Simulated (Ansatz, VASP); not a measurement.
## Si in VASP and in Ansatz

```
Si
1.0
     0.00000    2.73988    2.73988
     2.73988    0.00000    2.73988
     2.73988    2.73988    0.00000
Si
2
Direct
  0.50000 0.50000 0.50000
  0.75000 0.75000 0.75000
```

Change from the starting cell: volume scaled by 1.02.

Alike in both runs: task single point; functional pbesol exchange, pbe correlation; k mesh 8 × 8 × 8; occupations gaussian, width 0.025 eV; collinear spin; fixed moment 1 μB.

|  | VASP | Ansatz |
| --- | --- | --- |
| version | VASP 6.6.1 | Ansatz 0.2.0 |
| potentials or method | VASP PAW PBE potentials, release 64 (Si), cutoff 500 eV | all-electron LAPW, scalar-relativistic |

Ansatz gave:

```
pressure (GPa)                                                : -2.0
size of the moment on the site where the two differ most (μB) : 0.26
```

What did VASP give for the same quantities?

Pressure (GPa): -2.0; size of the moment on the site where the two differ most (μB): 0.16.

VASP's potentials were made for PBE, not for pbesol exchange, pbe correlation. Site moments also hang on the region over which each program counts them. Ansatz ran all-electron here, and VASP with PAW potentials.
